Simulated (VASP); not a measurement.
# SrTiO3 (Imma) in VASP: further runs

Runs on SrTiO3. Level: PBEsol. Tasks: single point.

Everything below comes from runs of VASP 6.6.1. Logs are shortened: lines on timing, memory, paths and dates and some standing lists are left out, and cuts for length are marked.

**1. The cell of the first run**

The structure is orthorhombic, space group Imma (No. 74). The conventional cell has a = 5.503 Å, b = 7.782 Å, c = 5.503 Å, α = 90.00°, β = 90.00°, γ = 90.00°. Within 3.4 Å of Sr (site symmetry mm2) lie 12 O at 2.50 to 3.00 Å and 8 Ti at 3.36 to 3.38 Å. Within 2.6 Å of Ti (site symmetry 2/m) lie 6 O at 1.95 to 1.96 Å. O (site symmetry 2) has 2 Ti at 1.95 Å and 6 O at 2.50 to 2.78 Å and 4 Sr at 2.63 to 2.88 Å within 2.9 Å. Within 2.6 Å of O (site symmetry mm2) lie 2 Ti at 1.96 Å and 4 O at 2.50 Å and 1 Sr at 2.50 Å.

**2. Single point, PBEsol (atoms displaced along a vibrational mode)**

INCAR

```
PREC = Accurate
ENCUT = 520
EDIFF = 1E-7
ISMEAR = 0
SIGMA = 0.05
LREAL = F
LASPH = T
NELM = 60
ALGO = Normal
ISIF = 2
LWAVE = F
LCHARG = T
GGA = PS
LELF = T
LVHAR = T
NBANDS = 51
```

KPOINTS

```
Automatic mesh
0
Gamma
  6 6 6
```

POSCAR

```
SrTiO3
1.0
   -3.8911201354      0.0000000000     -3.8911201354
    0.0000000000     -3.8911201354     -3.8911201354
   -3.8911201354     -3.8911201354      0.0000000000
Sr Ti O
2 2 6
Direct
    0.0000000000      0.0000000000     -0.0020878770
    0.5000000000      0.5000000000      0.5020878770
    0.2500000000      0.2500000000      0.2500000000
    0.7500000000      0.7500000000      0.7500000000
    0.5238511693      0.0238511693      0.4761488307
   -0.0238511693      0.4761488307      0.0238511693
    0.4761488307     -0.0238511693      0.0238511693
    0.0238511693      0.5238511693      0.4761488307
    0.5000000000      0.5000000000      0.0477023386
    1.0000000000      1.0000000000      0.4522976614
```

Potentials or basis: VASP PAW PBE potentials, release 64 (Sr_sv, Ti_sv, O).

On the command line:

```sh
$ cat potpaw_PBE.64/Sr_sv/POTCAR potpaw_PBE.64/Ti_sv/POTCAR potpaw_PBE.64/O/POTCAR > POTCAR
$ mpirun -np 1 vasp_std > vasp.out
```

OUTCAR:

```text
PREC = Accurate
   ENCUT = 520
   EDIFF = 1E-7
   ISMEAR = 0
   LREAL = F
   LASPH = T
   NELM = 60
   ISIF = 2
   GGA = PS

 ion  position               nearest neighbor table
   1  0.000  0.000  0.998-  10 2.50   6 2.63   7 2.63   8 2.63   5 2.63   9 2.77   9 2.77   6 2.88
                             8 2.88   7 2.88   5 2.88  10 3.00   3 3.36   4 3.36   4 3.37   3 3.37
   2  0.500  0.500  0.502-   9 2.50   6 2.63   7 2.63   8 2.63   5 2.63  10 2.77  10 2.77   7 2.88
                             5 2.88   6 2.88   8 2.88   9 3.00   4 3.36   3 3.36   3 3.37   3 3.37
   3  0.250  0.250  0.250-   5 1.95   6 1.95   7 1.95   8 1.95   9 1.96  10 1.96   1 3.36   2 3.36
                             1 3.37   1 3.37   2 3.37   2 3.37   2 3.38   1 3.38
   4  0.750  0.750  0.750-   5 1.95   6 1.95   7 1.95   8 1.95   9 1.96  10 1.96   1 3.36   2 3.36
                             2 3.37   2 3.37   1 3.37   1 3.37   2 3.38   1 3.38
   5  0.524  0.024  0.476-   3 1.95   4 1.95   1 2.63   2 2.63   2 2.88   1 2.88
   6  0.976  0.476  0.024-   3 1.95   4 1.95   1 2.63   2 2.63   2 2.88   1 2.88
   7  0.476  0.976  0.024-   3 1.95   4 1.95   1 2.63   2 2.63   1 2.88   2 2.88
   8  0.024  0.524  0.476-   3 1.95   4 1.95   1 2.63   2 2.63   1 2.88   2 2.88
   9  0.500  0.500  0.048-   3 1.96   4 1.96   2 2.50   1 2.77   1 2.77   2 3.00
  10  0.000  0.000  0.452-   3 1.96   4 1.96   1 2.50   2 2.77   2 2.77   1 3.00

  LATTYP: Found a face centered cubic cell.
 ALAT       =     7.7822402708

  Lattice vectors:

 A1 = (  -3.8911201354,   0.0000000000,  -3.8911201354)
 A2 = (   0.0000000000,  -3.8911201354,  -3.8911201354)
 A3 = (  -3.8911201354,  -3.8911201354,   0.0000000000)

Analysis of symmetry for initial positions (statically):
=====================================================================
 Subroutine PRICEL returns:
 Original cell was already a primitive cell.

 Routine SETGRP: Setting up the symmetry group for a
 face centered cubic supercell.

 Subroutine GETGRP returns: Found  8 space group operations
 (whereof  4 operations were pure point group operations)
 out of a pool of 48 trial point group operations.

The static configuration has the point symmetry C_2v.
 The point group associated with its full space group is D_2h.

Analysis of symmetry for dynamics (positions and initial velocities):
=====================================================================
 Subroutine PRICEL returns:
 Original cell was already a primitive cell.

 Routine SETGRP: Setting up the symmetry group for a
 face centered cubic supercell.

 Subroutine GETGRP returns: Found  8 space group operations
 (whereof  4 operations were pure point group operations)
 out of a pool of 48 trial point group operations.

The dynamic configuration has the point symmetry C_2v.
 The point group associated with its full space group is D_2h.

 Subroutine INISYM returns: Found  8 space group operations
 (whereof  4 operations are pure point group operations),
 and found     1 'primitive' translations

----------------------------------------------------------------------------------------

                                     Primitive cell

  volume of cell :     117.8295

  direct lattice vectors                    reciprocal lattice vectors
    -3.891120135  0.000000000 -3.891120135    -0.128497703  0.128497703 -0.128497703
     0.000000000 -3.891120135 -3.891120135     0.128497703 -0.128497703 -0.128497703
    -3.891120135 -3.891120135  0.000000000    -0.128497703 -0.128497703  0.128497703

  length of vectors
     5.502874868  5.502874868  5.502874868     0.222564550  0.222564550  0.222564550

  position of ions in fractional coordinates (direct lattice)
     0.000000000  0.000000000  0.997912123
     0.500000000  0.500000000  0.502087877
     0.250000000  0.250000000  0.250000000
     0.750000000  0.750000000  0.750000000
     0.523851169  0.023851169  0.476148831
     0.976148831  0.476148831  0.023851169
     0.476148831  0.976148831  0.023851169
     0.023851169  0.523851169  0.476148831
     0.500000000  0.500000000  0.047702339
     0.000000000  0.000000000  0.452297661

  ion indices of the primitive-cell ions
   primitive index   ion index
                 1           1
                 2           2
                 3           3
                 4           4
                 5           5
                 6           6
                 7           7
                 8           8
                 9           9
                10          10

----------------------------------------------------------------------------------------

 KPOINTS: Automatic mesh

Automatic generation of k-mesh.
 Grid dimensions read from file:
 generate k-points for:    6    6    6

 Generating k-lattice:

  Cartesian coordinates                     Fractional coordinates (reciprocal lattice)
    -0.021416284  0.021416284 -0.021416284     0.166666667  0.000000000  0.000000000
     0.021416284 -0.021416284 -0.021416284     0.000000000  0.166666667  0.000000000
    -0.021416284 -0.021416284  0.021416284     0.000000000  0.000000000  0.166666667

  Length of vectors
     0.037094092  0.037094092  0.037094092

  Shift w.r.t. Gamma in fractional coordinates (k-lattice)
     0.000000000  0.000000000  0.000000000

 Subroutine IBZKPT returns following result:
 ===========================================

 Found     46 irreducible k-points:

 Following reciprocal coordinates:
            Coordinates               Weight
  0.000000  0.000000  0.000000      1.000000
  0.166667  0.000000  0.000000      4.000000
  0.000000  0.000000  0.166667      4.000000
  0.333333  0.000000  0.000000      4.000000
  0.000000  0.000000  0.333333      4.000000
  0.500000  0.000000  0.000000      2.000000
[... 16 lines left out ...]
  0.000000 -0.166667  0.166667      8.000000
  0.166667  0.166667  0.333333      2.000000
 [... further k-points ...]
   k-points           NKPTS =     46   k-points in BZ     NKDIM =     46   number of bands    NBANDS=     51
   number of dos      NEDOS =    301   number of ions     NIONS =     10
   total plane-waves  NPLWV =  74088
   dimension x,y,z NGX =    42 NGY =   42 NGZ =   42
   dimension x,y,z NGXF=    84 NGYF=   84 NGZF=   84
   ions per type =               2   2   6
   NGX,Y,Z   is equivalent  to a cutoff of  12.69, 12.69, 12.69 a.u.
   NGXF,Y,Z  is equivalent  to a cutoff of  25.38, 25.38, 25.38 a.u.
 SYSTEM =  unknown system
   PREC   = accura    normal or accurate (medium, high low for compatibility)
   ISTART =      0    job   : 0-new  1-cont  2-samecut
   ICHARG =      2    charge: 1-file 2-atom 10-const
   ISPIN  =      1    spin polarized calculation?
   LNONCOLLINEAR =      F non collinear calculations
   LSORBIT =      F    spin-orbit coupling
   LASPH  =      T    aspherical Exc in radial PAW
   ENCUT  =  520.0 eV  38.22 Ry    6.18 a.u.  10.23 10.23 10.23*2*pi/ulx,y,z
   NELM   =     60;   NELMIN=  2; NELMDL= -5     # of ELM steps
   EDIFF  = 0.1E-06   stopping-criterion for ELM
   LREAL  =      F    real-space projection
   EDIFFG = 0.1E-05   stopping-criterion for IOM
   NSW    =      0    number of steps for IOM
   IBRION =     -1    ionic relax: 0-MD 1-quasi-New 2-CG
   NFREE  =      0    steps in history (QN), initial steepest desc. (CG)
   ISIF   =      2    stress and relaxation
   ISYM   =      2    0-nonsym 1-usesym 2-fastsym
   POTIM  = 0.5000    time-step for ionic-motion
   TEBEG  =    0.0;   TEEND  =   0.0 temperature during run
   PSTRESS=    0.0 pullay stress
   NELECT =      80.0000    total number of electrons
   NUPDOWN=      -1.0000    fix difference up-down
   EMIN   =  10.00;   EMAX   =-10.00  energy-range for DOS
   EFERMI =   0.00;   METHOD = LEGACY
   ISMEAR =     0;   SIGMA  =   0.05  broadening in eV -4-tet -1-fermi 0-gaus
   EFERMI_NEDOS =   21; number of points for ismear=-14 and -15
   IALGO  =     38    algorithm
   IMIX   =      4    mixing-type and parameters
     AMIX     =   0.40;   BMIX     =  1.00
     AMIX_MAG =   1.60;   BMIX_MAG =  1.00
  volume/ion in A,a.u.               =      11.78        79.52
  Fermi-wavevector in a.u.,A,eV,Ry     =   1.438865  2.719061 28.168602  2.070334
  Thomas-Fermi vector in A             =   2.557785
   LORBIT       =      0    0 simple, 1 ext, 2 COOP (PROOUT), +10 PAW based schemes
   GGA     = PS    functional components
   LHFCALC =     F    Hartree Fock is set to
   AEXX    =    0.0000 exact exchange contribution
   IVDW    =     0    specifies the selected vdW correction
   LEPSILON=     F    determine dielectric tensor
   LRPA    =     F    only Hartree local field effects (RPA)
 non-spin polarized calculation
 Gauss-broadening in eV      SIGMA  =   0.05
  energy-cutoff  :      520.00
  volume of cell :      117.83
 maximum number of plane-waves:      3218
 NGX is ok and might be reduce to    42
   NGX = 21   NGY = 21   NGZ = 21

 number of electron      80.0000000 magnetization

 Free energy of the ion-electron system (eV)
  ---------------------------------------------------
  ext. energy  EPLUGINS =         0.00000000
  ---------------------------------------------------
  free energy    TOTEN  =       -82.50520263 eV

  energy without entropy =      -82.50520263  energy(sigma->0) =      -82.50520263

 E-fermi :   4.6424     XC(G=0): -11.5937

 val. band max:        4.3570365945   @ k =   0.0000   0.0000   0.0000
 cond. band min:       5.9947529189   @ k =   0.0000   0.0000   0.0000
 fundamental gap:      1.6377163244
 Fermi energy:         4.6423725407

 k-point     1 :       0.0000    0.0000    0.0000
  band No.  band energies     occupation
      1     -52.0605      2.00000
      2     -52.0554      2.00000
      3     -28.5006      2.00000
      4     -28.4885      2.00000
      5     -28.4842      2.00000
      6     -28.4273      2.00000
[... 43 lines left out ...]
     50       9.8525      0.00000
     51      10.1904      0.00000

 k-point     2 :       0.1667    0.0000    0.0000
  band No.  band energies     occupation
      1     -52.0601      2.00000
      2     -52.0558      2.00000
      3     -28.4964      2.00000
      4     -28.4853      2.00000
      5     -28.4810      2.00000
      6     -28.4694      2.00000
[... 43 lines left out ...]
     50       9.9173      0.00000
     51      10.5081      0.00000

 k-point     3 :       0.0000    0.0000    0.1667
  band No.  band energies     occupation
      1     -52.0601      2.00000
      2     -52.0558      2.00000
      3     -28.4974      2.00000
      4     -28.4840      2.00000
      5     -28.4832      2.00000
      6     -28.4703      2.00000
[... 43 lines left out ...]
     50       9.9919      0.00000
     51      10.4923      0.00000
[... 1027 lines left out ...]
 k-point    23 :       0.0000   -0.1667    0.1667
  band No.  band energies     occupation
      1     -52.0596      2.00000
      2     -52.0563      2.00000
      3     -28.5048      2.00000
      4     -28.4997      2.00000
      5     -28.4760      2.00000
      6     -28.4681      2.00000
[... 43 lines left out ...]
     50      10.2814      0.00000
     51      10.9848      0.00000

 k-point    24 :       0.1667    0.1667    0.3333
  band No.  band energies     occupation
      1     -52.0596      2.00000
      2     -52.0563      2.00000
      3     -28.5074      2.00000
      4     -28.4896      2.00000
      5     -28.4842      2.00000
      6     -28.4707      2.00000
[... 43 lines left out ...]
     50      10.3362      0.00000
     51      10.9825      0.00000

 [... further k-points ...]

------------------------ aborting loop because EDIFF is reached ----------------------------------------

  FORCE on cell =-STRESS in cart. coord.  units (eV):
  Direction    XX          YY          ZZ          XY          YZ          ZX
  --------------------------------------------------------------------------------------
  -------------------------------------------------------------------------------------
  Total        1.4183222      1.4183222      1.8022298     -1.0887131      0.0000000      0.0000000
  in kB       19.2855293     19.2855293     24.5056846    -14.8036952      0.0000000      0.0000000
  external PRESSURE =      21.0255811 kB  Pullay stress =       0.0000000 kB

 VOLUME and BASIS-vectors are now :
 -----------------------------------------------------------------------------
  energy-cutoff  :      520.00
  volume of cell :      117.83
      direct lattice vectors                 reciprocal lattice vectors
    -3.891120135  0.000000000 -3.891120135    -0.128497703  0.128497703 -0.128497703
     0.000000000 -3.891120135 -3.891120135     0.128497703 -0.128497703 -0.128497703
    -3.891120135 -3.891120135  0.000000000    -0.128497703 -0.128497703  0.128497703

 POSITION                                       TOTAL-FORCE (eV/Angst)
 -----------------------------------------------------------------------------------
     -3.88300     -3.88300      0.00000        -0.348223     -0.348223     -0.000000
     -3.89924     -3.89924     -3.89112         0.348223      0.348223     -0.000000
     -1.94556     -1.94556     -1.94556         0.000000     -0.000000     -0.000000
     -5.83668     -5.83668     -5.83668         0.000000     -0.000000     -0.000000
     -3.89112     -1.94556     -2.13118        -0.000000     -0.000000      2.095653
     -3.89112     -1.94556     -5.65106         0.000000      0.000000     -2.095653
     -1.94556     -3.89112     -5.65106         0.000000      0.000000     -2.095653
     -1.94556     -3.89112     -2.13118        -0.000000     -0.000000      2.095653
     -2.13118     -2.13118     -3.89112         2.102441      2.102441      0.000000
     -1.75994     -1.75994      0.00000        -2.102441     -2.102441     -0.000000
 -----------------------------------------------------------------------------------
    total drift:                               -0.000000     -0.000000     -0.000000

  FREE ENERGIE OF THE ION-ELECTRON SYSTEM (eV)
  ---------------------------------------------------
  free  energy   TOTEN  =       -82.5052026309 eV

  energy  without entropy=      -82.5052026309  energy(sigma->0) =      -82.50520263
```

Wall time 16 min (1 thread of Intel Xeon 8259CL, shared host); peak memory 0.38 GiB.

Results:

```
Free energy            : -82.5052 eV
Pressure               : 2.1 GPa
Largest force          : 2.973 eV/Å
Band gap on the k mesh : 1.64 eV
```

Forces in eV/Å, atoms in the order of the input:
```
Sr  -0.348 -0.348  0.000
Sr   0.348  0.348  0.000
Ti   0.000  0.000  0.000
Ti   0.000  0.000  0.000
O    0.000  0.000  2.096
O    0.000  0.000 -2.096
O    0.000  0.000 -2.096
O    0.000  0.000  2.096
O    2.102  2.102  0.000
O   -2.102 -2.102  0.000
```

Caveat: the cell differs from its parent crystal (atoms displaced along a vibrational mode); the PAW data sets were made with another functional, which shifts forces and pressure a little. A k mesh can miss the band edges.

(Part 1 of 2 ends here.)
